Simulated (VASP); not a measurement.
Crystal: CaO.

```
Ca O
1.0
     2.90321    0.00000    0.00000
     0.00000    2.90321    0.00000
     0.00000    0.00000    2.90321
Ca O
1 1
Direct
  0.00000 0.00000 0.00000
  0.50000 0.50000 0.50000
```

Base run:

* Program: VASP 6.6.1
* Functional: PBE
* Potentials or basis: VASP PAW PBE potentials, release 64 (Ca_sv, O)
* Cutoff: 520 eV
* k mesh: 8 × 8 × 8
* Occupations: gaussian, width 0.01 eV
* Spin: no spin polarisation

Its results: band gap on the k mesh 2.76 eV, indirect (least direct gap 3.06 eV); electronic dielectric tensor (diagonal) 4.53.

**Question.** The run is repeated on the same cell with these changes: functional from PBE to r2SCAN. What comes out?

**Answer.** Band gap on the k mesh 3.28 eV, indirect (least direct gap 3.58 eV); electronic dielectric tensor (diagonal) 4.10.

r2SCAN gives the wider gap, since meta-GGAs in the generalised Kohn-Sham scheme recover part of the derivative discontinuity.

A k mesh can miss the band edges.
